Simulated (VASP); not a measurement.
# Hf (Fm-3m) in VASP: a series of runs

Runs on Hf. Level: PBEsol. Tasks: electric field gradients.

All numbers are computed with VASP 6.6.1; they aren't measurements. Logs are shortened: lines on timing, memory, paths and dates and some standing lists are left out, and cuts for length are marked.

### 1 The cell of the first run

The structure is cubic, space group Fm-3m (No. 225). The conventional cell has a = 4.469 Å, b = 4.469 Å, c = 4.469 Å, α = 90.00°, β = 90.00°, γ = 90.00°. Hf (site symmetry m-3m) has 12 Hf at 3.16 Å within 4.2 Å.

This isn't the form of Hf at room conditions, which is hcp.

### 2 Electric field gradients, PBEsol (22.32 Å³/atom)

Contents of INCAR:

```
PREC     = Accurate       # precision mode
ENCUT    = 520            # plane-wave cutoff, eV
EDIFF    = 1E-8           # SCF threshold, eV
ISMEAR   = -1             # smearing method
SIGMA    = 0.03           # smearing width, eV
LREAL    = F              # projectors in reciprocal space
LASPH    = T              # aspherical terms in the spheres
NELM     = 100            # most SCF steps
ALGO     = Normal         # electronic algorithm
ISIF     = 2              # what is computed and relaxed
LWAVE    = F              # write WAVECAR
LCHARG   = F              # write CHGCAR
GGA      = PS             # functional
LEFG     = T            
NBANDS   = 11             # bands
```

Contents of KPOINTS:

```
Automatic mesh
0
Gamma
  16 16 16
```

Contents of POSCAR:

```
Hf
1.0
    0.0000000000      2.2347024152      2.2347024152
    2.2347024152      0.0000000000      2.2347024152
    2.2347024152      2.2347024152      0.0000000000
Hf
1
Direct
    0.0000000000      0.0000000000      0.0000000000
```

Potentials or basis: VASP PAW PBE potentials, release 64 (Hf_pv).

Launch:

```console
> cat potpaw_PBE.64/Hf_pv/POTCAR > POTCAR
> mpirun -np 1 vasp_std > vasp.out
```

OUTCAR:

```text
PREC = Accurate
   ENCUT = 520
   EDIFF = 1E-8
   ISMEAR = -1
   LREAL = F
   LASPH = T
   NELM = 100
   ISIF = 2
   GGA = PS

 ion  position               nearest neighbor table
   1  0.000  0.000  0.000-

  LATTYP: Found a face centered cubic cell.
 ALAT       =     4.4694048304

  Lattice vectors:

 A1 = (   0.0000000000,   2.2347024152,   2.2347024152)
 A2 = (   2.2347024152,   0.0000000000,   2.2347024152)
 A3 = (   2.2347024152,   2.2347024152,   0.0000000000)

Analysis of symmetry for initial positions (statically):
=====================================================================
 Subroutine PRICEL returns:
 Original cell was already a primitive cell.

 Routine SETGRP: Setting up the symmetry group for a
 face centered cubic supercell.

 Subroutine GETGRP returns: Found 48 space group operations
 (whereof 48 operations were pure point group operations)
 out of a pool of 48 trial point group operations.

The static configuration has the point symmetry O_h .

Analysis of symmetry for dynamics (positions and initial velocities):
=====================================================================
 Subroutine PRICEL returns:
 Original cell was already a primitive cell.

 Routine SETGRP: Setting up the symmetry group for a
 face centered cubic supercell.

 Subroutine GETGRP returns: Found 48 space group operations
 (whereof 48 operations were pure point group operations)
 out of a pool of 48 trial point group operations.

The dynamic configuration has the point symmetry O_h .

 Subroutine INISYM returns: Found 48 space group operations
 (whereof 48 operations are pure point group operations),
 and found     1 'primitive' translations

----------------------------------------------------------------------------------------

                                     Primitive cell

  volume of cell :      22.3197

  direct lattice vectors                    reciprocal lattice vectors
     0.000000000  2.234702415  2.234702415    -0.223743437  0.223743437  0.223743437
     2.234702415  0.000000000  2.234702415     0.223743437 -0.223743437  0.223743437
     2.234702415  2.234702415  0.000000000     0.223743437  0.223743437 -0.223743437

  length of vectors
     3.160346463  3.160346463  3.160346463     0.387535001  0.387535001  0.387535001

  position of ions in fractional coordinates (direct lattice)
     0.000000000  0.000000000  0.000000000

  ion indices of the primitive-cell ions
   primitive index   ion index
                 1           1

----------------------------------------------------------------------------------------

 KPOINTS: Automatic mesh

Automatic generation of k-mesh.
 Grid dimensions read from file:
 generate k-points for:   16   16   16

 Generating k-lattice:

  Cartesian coordinates                     Fractional coordinates (reciprocal lattice)
    -0.013983965  0.013983965  0.013983965     0.062500000  0.000000000  0.000000000
     0.013983965 -0.013983965  0.013983965     0.000000000  0.062500000  0.000000000
     0.013983965  0.013983965 -0.013983965     0.000000000  0.000000000  0.062500000

  Length of vectors
     0.024220938  0.024220938  0.024220938

  Shift w.r.t. Gamma in fractional coordinates (k-lattice)
     0.000000000  0.000000000  0.000000000

 Subroutine IBZKPT returns following result:
 ===========================================

 Found    145 irreducible k-points:

 Following reciprocal coordinates:
            Coordinates               Weight
  0.000000  0.000000  0.000000      1.000000
  0.062500  0.000000  0.000000      8.000000
  0.125000  0.000000  0.000000      8.000000
  0.187500  0.000000  0.000000      8.000000
  0.250000  0.000000  0.000000      8.000000
  0.312500  0.000000  0.000000      8.000000
[... 16 lines left out ...]
 -0.125000  0.062500  0.000000     24.000000
 -0.062500  0.062500  0.000000     12.000000
 [... further k-points ...]
   k-points           NKPTS =    145   k-points in BZ     NKDIM =    145   number of bands    NBANDS=     11
   number of dos      NEDOS =    301   number of ions     NIONS =      1
   total plane-waves  NPLWV =  13824
   dimension x,y,z NGX =    24 NGY =   24 NGZ =   24
   dimension x,y,z NGXF=    48 NGYF=   48 NGZF=   48
   ions per type =               1
   NGX,Y,Z   is equivalent  to a cutoff of  12.62, 12.62, 12.62 a.u.
   NGXF,Y,Z  is equivalent  to a cutoff of  25.25, 25.25, 25.25 a.u.
 SYSTEM =  unknown system
   PREC   = accura    normal or accurate (medium, high low for compatibility)
   ISTART =      0    job   : 0-new  1-cont  2-samecut
   ICHARG =      2    charge: 1-file 2-atom 10-const
   ISPIN  =      1    spin polarized calculation?
   LNONCOLLINEAR =      F non collinear calculations
   LSORBIT =      F    spin-orbit coupling
   LASPH  =      T    aspherical Exc in radial PAW
   ENCUT  =  520.0 eV  38.22 Ry    6.18 a.u.   5.88  5.88  5.88*2*pi/ulx,y,z
   NELM   =    100;   NELMIN=  2; NELMDL= -5     # of ELM steps
   EDIFF  = 0.1E-07   stopping-criterion for ELM
   LREAL  =      F    real-space projection
   EDIFFG = 0.1E-06   stopping-criterion for IOM
   NSW    =      0    number of steps for IOM
   IBRION =     -1    ionic relax: 0-MD 1-quasi-New 2-CG
   NFREE  =      0    steps in history (QN), initial steepest desc. (CG)
   ISIF   =      2    stress and relaxation
   ISYM   =      2    0-nonsym 1-usesym 2-fastsym
   POTIM  = 0.5000    time-step for ionic-motion
   TEBEG  =    0.0;   TEEND  =   0.0 temperature during run
   PSTRESS=    0.0 pullay stress
   NELECT =      10.0000    total number of electrons
   NUPDOWN=      -1.0000    fix difference up-down
   EMIN   =  10.00;   EMAX   =-10.00  energy-range for DOS
   EFERMI =   0.00;   METHOD = LEGACY
   ISMEAR =    -1;   SIGMA  =   0.03  broadening in eV -4-tet -1-fermi 0-gaus
   EFERMI_NEDOS =   21; number of points for ismear=-14 and -15
   IALGO  =     38    algorithm
   IMIX   =      4    mixing-type and parameters
     AMIX     =   0.40;   BMIX     =  1.00
     AMIX_MAG =   1.60;   BMIX_MAG =  1.00
  volume/ion in A,a.u.               =      22.32       150.62
  Fermi-wavevector in a.u.,A,eV,Ry     =   1.252694  2.367249 21.350851  1.569243
  Thomas-Fermi vector in A             =   2.386583
   LORBIT       =      0    0 simple, 1 ext, 2 COOP (PROOUT), +10 PAW based schemes
   GGA     = PS    functional components
   LHFCALC =     F    Hartree Fock is set to
   AEXX    =    0.0000 exact exchange contribution
   IVDW    =     0    specifies the selected vdW correction
   LEPSILON=     F    determine dielectric tensor
   LRPA    =     F    only Hartree local field effects (RPA)
 non-spin polarized calculation
  energy-cutoff  :      520.00
  volume of cell :       22.32
 maximum number of plane-waves:       620
   NGX = 11   NGY = 11   NGZ = 11

 number of electron      10.0000000 magnetization

 number of electron       9.9999999 magnetization

 Free energy of the ion-electron system (eV)
  ---------------------------------------------------
  ext. energy  EPLUGINS =         0.00000000
  ---------------------------------------------------
  free energy    TOTEN  =       -10.42356103 eV

  energy without entropy =      -10.41759365  energy(sigma->0) =      -10.42057734

 E-fermi :   4.5936     XC(G=0): -11.4037

 val. band max:        4.5920100277   @ k =  -0.3125   0.3125   0.0625
 cond. band min:       4.6003991802   @ k =   0.5000   0.1250   0.0625
 fundamental gap:      0.0083891526
 Fermi energy:         4.5936190111

 k-point     1 :       0.0000    0.0000    0.0000
  band No.  band energies     occupation
      1     -25.3579      2.00000
      2     -25.3579      2.00000
      3     -25.3579      2.00000
      4      -2.6268      2.00000
      5       5.9884      0.00000
      6       5.9884      0.00000
      7       5.9884      0.00000
      8       8.7795      0.00000
      9       8.7795      0.00000
     10      15.9749      0.00000
     11      17.6526      0.00000

 k-point     2 :       0.0625    0.0000    0.0000
  band No.  band energies     occupation
      1     -25.3914      2.00000
      2     -25.3621      2.00000
      3     -25.3621      2.00000
      4      -2.4892      2.00000
      5       5.8478      0.00000
      6       6.0549      0.00000
      7       6.0549      0.00000
      8       8.7060      0.00000
      9       8.7060      0.00000
     10      16.2832      0.00000
     11      17.6518      0.00000
[... 295 lines left out ...]
 k-point    24 :      -0.0625    0.0625    0.0000
  band No.  band energies     occupation
      1     -25.4383      2.00000
      2     -25.3812      2.00000
      3     -25.3636      2.00000
      4      -2.2645      2.00000
      5       5.6262      0.00000
      6       6.1563      0.00000
      7       6.1709      0.00000
      8       8.4361      0.00000
      9       8.7684      0.00000
     10      16.7644      0.00000
     11      17.6502      0.00000

 [... further k-points ...]
[... 5 lines left out ...]
  --------------------------------------------------------------------------------------
  -------------------------------------------------------------------------------------
  Total       -0.5507057     -0.5507057     -0.5507057     -0.0000000     -0.0000000      0.0000000
  in kB      -39.5312999    -39.5312999    -39.5312999     -0.0000000     -0.0000000      0.0000000
  external PRESSURE =     -39.5312999 kB  Pullay stress =       0.0000000 kB

 VOLUME and BASIS-vectors are now :
 -----------------------------------------------------------------------------
  energy-cutoff  :      520.00
  volume of cell :       22.32
      direct lattice vectors                 reciprocal lattice vectors
     0.000000000  2.234702415  2.234702415    -0.223743437  0.223743437  0.223743437
     2.234702415  0.000000000  2.234702415     0.223743437 -0.223743437  0.223743437
     2.234702415  2.234702415  0.000000000     0.223743437  0.223743437 -0.223743437

 POSITION                                       TOTAL-FORCE (eV/Angst)
 -----------------------------------------------------------------------------------
      0.00000      0.00000      0.00000         0.000000      0.000000      0.000000
 -----------------------------------------------------------------------------------
    total drift:                                0.000000      0.000000     -0.000000

  FREE ENERGIE OF THE ION-ELECTRON SYSTEM (eV)
  ---------------------------------------------------
  free  energy   TOTEN  =       -10.4235610283 eV

  energy  without entropy=      -10.4175936530  energy(sigma->0) =      -10.42057734

 Electric field gradients (V/A^2)
---------------------------------------------------------------------
 ion       V_xx      V_yy      V_zz      V_xy      V_xz      V_yz
---------------------------------------------------------------------
   1       0.000     0.000    -0.000    -0.000    -0.000    -0.000
---------------------------------------------------------------------

 Electric field gradients after diagonalization (V/A^2)
 (convention: |V_zz| > |V_xx| > |V_yy|)
----------------------------------------------------------------------
 ion       V_xx      V_yy      V_zz     asymmetry (V_yy - V_xx)/ V_zz
----------------------------------------------------------------------
   1       0.000     0.000    -0.001       0.000
----------------------------------------------------------------------

           NMR quadrupolar parameters

 Cq : quadrupolar parameter    Cq=e*Q*V_zz/h
 eta: asymmetry parameters     (V_yy - V_xx)/ V_zz
 Q  : nuclear electric quadrupole moment in mb (millibarn)
----------------------------------------------------------------------
 ion       Cq(MHz)       eta       Q (mb)
----------------------------------------------------------------------
   1      -0.000       0.000       1.000
----------------------------------------------------------------------
```

It took 36 s on 1 thread of Intel Xeon 8259CL, shared host; peak memory 0.16 GiB.

What came out:

```
Free energy                             : -10.4236 eV
Pressure                                : -4.0 GPa
Band gap on the k mesh                  : zero (bands 5 and 6 overlap by 1.78 eV)
Largest electric field gradient by atom : under 0.05 V/Å² on every atom
```

Levels at points of the mesh, in eV from the Fermi level:
```
           k point  band 1  band 2  band 3  band 4  band 5  band 6  band 7  band 8  band 9  band 10
(0.00, 0.00, 0.00)  -29.95  -29.95  -29.95   -7.22    1.39    1.39    1.39    4.19    4.19    11.38
(0.50, 0.00, 0.00)  -30.77  -30.06  -30.06   -3.65    0.62    1.17    1.17    6.32    6.32     9.39
(0.50, 0.50, 0.00)  -30.72  -30.25  -30.25   -3.26   -2.13    2.56    6.33    6.96    6.96     9.92
```

Caveat: the cell stands under tension; the PAW data sets were made with another functional, which shifts forces and pressure a little; spin-orbit coupling is left out, which moves the levels of the heavy elements.

[end of part 1 of 2]
